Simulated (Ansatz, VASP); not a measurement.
# Mo: VASP beside Ansatz

POSCAR

```
Mo
1.0
    2.8175757091      0.0000000000      0.0000000000
   -1.4087878546      2.4400921412      0.0000000000
    0.0000000000      0.0000000000      2.5168529895
Mo
1
Direct
    0.0000000000      0.0000000000      0.5000000000
```

Contents of INCAR.step1:

```
SYSTEM = Mo
PREC = Accurate
ENCUT = 520
ISMEAR = 0
SIGMA = 0.15
LREAL = .FALSE.
LASPH = .TRUE.
NELM = 60
NBANDS = 13
GGA = PE
ALGO = Normal
EDIFF = 1E-4
LWAVE = .TRUE.
LCHARG = .FALSE.
```

File INCAR.step2:

```
SYSTEM = Mo
PREC = Accurate
ENCUT = 520
EDIFF = 1E-6
ISMEAR = 0
SIGMA = 0.15
LREAL = .FALSE.
LASPH = .TRUE.
NELM = 60
ALGO = Normal
ISIF = 2
LWAVE = .FALSE.
LCHARG = .FALSE.
METAGGA = R2SCAN
LMIXTAU = .TRUE.
NBANDS = 13
ISTART = 1
```

The input KPOINTS:

```
regular mesh
0
G
  18 18 18
  0 0 0
```

Input for Ansatz:

```yaml
crystal:
  lattice:
    - [2.8175757091, 0.0, 0.0]
    - [-1.4087878546, 2.4400921412, 0.0]
    - [0.0, 0.0, 2.5168529895]
  atoms:
    - { symbol: Mo, position: [0.0, 0.0, 0.5] }
basis:
  ecutwfc: 500
kpoints:
  mp_grid: { grid: [18, 18, 18] }
hamiltonian:
  xc: r2scan
scf:
  occupations: { method: gaussian, width: 0.15 }
output:
  forces: true
  stress: true
  eigenvalues: true
```

Change from the starting cell: strain +0.030 along x and y, -0.015 along z, atoms carried along.

Alike in both runs: task single point; functional r2SCAN; k mesh 18 × 18 × 18; occupations gaussian, width 0.15 eV; no spin polarisation.

|  | VASP | Ansatz |
| --- | --- | --- |
| version | VASP 6.6.1 | Ansatz 0.2.0 |
| potentials or method | VASP PAW PBE potentials, release 64 (Mo_sv), cutoff 520 eV | scalar-relativistic, plane waves, PAW |
| valence electrons in the cell | 14 | 14 |

```tsv
	VASP	Ansatz	Ansatz less VASP
gap on the k mesh at the Fermi level (eV)	none	none	-
pressure (GPa)	-7.5	-8.4	-0.90
traceless stress, the component that is largest in VASP (GPa)	5.30	4.94	-0.368
```

VASP's potentials were made for PBE, not for r2SCAN. A gap of «none» marks a metal or a gap that the smearing closes. With one functional, cell and mesh, what is left measures potentials, basis and numerics.
